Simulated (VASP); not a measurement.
A run of VASP 6.6.1:

File INCAR:

```
SYSTEM = Ti3HN3
PREC = Accurate ; ENCUT = 520
EDIFF = 1E-6 ; ISMEAR = 0
SIGMA = 0.1 ; LREAL = .False.
LASPH = .True. ; NELM = 80
ALGO = Normal ; ISIF = 2
LWAVE = .False. ; LCHARG = .False.
LDIPOL = .True. ; IDIPOL = 3
DIPOL = 0.5 0.5 0.331 ; GGA = PE
IBRION = 2 ; NSW = 36
EDIFFG = -0.025
```

Contents of KPOINTS:

```
Automatic mesh
0
Gamma
  9 9 1
  0 0 0
```

File POSCAR:

```
Ti3HN3
1.0
    3.0028555065      0.0000000000      0.0000000000
    0.0000000000      3.0028555065      0.0000000000
    0.0000000000      0.0000000000     19.7584945265
Ti N H
3 3 1
Selective dynamics
Direct
    0.5000000000      0.5000000000      0.2024445736  F F F
    0.0000000000      0.0000000000      0.3072496201  F F F
    0.5000000000      0.5000000000      0.4076776418  F F F
    0.0000000000      0.0000000000      0.2024445736  F F F
    0.5000000000      0.5000000000      0.3055678856  F F F
    0.0000000000      0.0000000000      0.4179718508  F F F
    0.0000000000      0.5000000000      0.4757731919  F F T
```

Potentials or basis: VASP PAW PBE potentials, release 64 (Ti_sv, N, H).

The run is started by

```console
$ cat potpaw_PBE.64/Ti_sv/POTCAR potpaw_PBE.64/N/POTCAR potpaw_PBE.64/H/POTCAR > POTCAR
$ mpirun -np 1 vasp_std > vasp.out
```

Hardware: 1 thread of AMD EPYC 9R14 (Zen 4), with other jobs on the host.

Question: How long does it take, and how much memory?

Answer: It took 8.6 min on 1 thread of AMD EPYC 9R14 (Zen 4), on a shared host, peak memory 0.32 GiB. Counts: scf iterations 78, k points 25, ion steps 5.
